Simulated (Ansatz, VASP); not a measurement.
**Ni: VASP beside Ansatz**

File INCAR:

```
SYSTEM = Ni
  PREC = Accurate
  ENCUT = 590
  EDIFF = 1E-6
  ISMEAR = 0
  SIGMA = 0.15
  LREAL = .FALSE.
  LASPH = .TRUE.
  NELM = 200
  ALGO = Normal
  ISIF = 2
  LWAVE = .FALSE.
  LCHARG = .FALSE.
  ISPIN = 2
  MAGMOM = 0.59
  LORBIT = 11
  LMAXMIX = 4
  GGA = PE
  NBANDS = 19
  GGA_COMPAT = .FALSE.
```

File KPOINTS:

```
Automatic mesh
0
G
  24 24 24
  0 0 0
```

Contents of POSCAR:

```
Ni
1.0
   -1.2730182324      1.2730182324      1.4944127076
    1.2730182324     -1.2730182324      1.4944127076
    1.2730182324      1.2730182324     -1.4944127076
Ni
1
Direct
    0.0000000000      0.0000000000      0.0000000000
```

Input for Ansatz:

```yaml
crystal:
  lattice:
    - [-1.2730182324, 1.2730182324, 1.4944127076]
    - [1.2730182324, -1.2730182324, 1.4944127076]
    - [1.2730182324, 1.2730182324, -1.4944127076]
  atoms:
    - { symbol: Ni, position: [0.0, 0.0, 0.0], spin: 0.59 }
basis:
  ecutwfc: 420
kpoints:
  mp_grid: { grid: [24, 24, 24] }
hamiltonian:
  xc: pbe
scf:
  occupations: { method: gaussian, width: 0.15 }
output:
  forces: true
  stress: true
  eigenvalues: true
  populations: true
magnetization:
  spin_polarized: true
```

Change from the starting cell: strain -0.080 along x and y, +0.080 along z, atoms carried along.

Alike in both runs: task single point; functional PBE; k mesh 24 × 24 × 24; occupations gaussian, width 0.15 eV; collinear spin.

```csv
,VASP,Ansatz
version,VASP 6.6.1,Ansatz 0.2.0
potentials or method,"VASP PAW PBE potentials, release 64 (Ni_sv_GW), cutoff 590 eV","scalar-relativistic, plane waves, PAW"
valence electrons in the cell,18,18
```

Ansatz gave:

- gap on the k mesh at the Fermi level (eV): none
- pressure (GPa): 32.4
- traceless stress, the component that is largest in VASP (GPa): 8.11
- net moment per atom (μB): 0.55
- size of the moment on the site where the two differ most (μB): 0.58

Which values does VASP return?

gap on the k mesh at the Fermi level (eV): none; pressure (GPa): 27.9; traceless stress, the component that is largest in VASP (GPa): 8.13; net moment per atom (μB): 0.55; size of the moment on the site where the two differ most (μB): 0.58.

Site moments also hang on the region over which each program counts them. A gap of «none» marks a metal or a gap that the smearing closes.
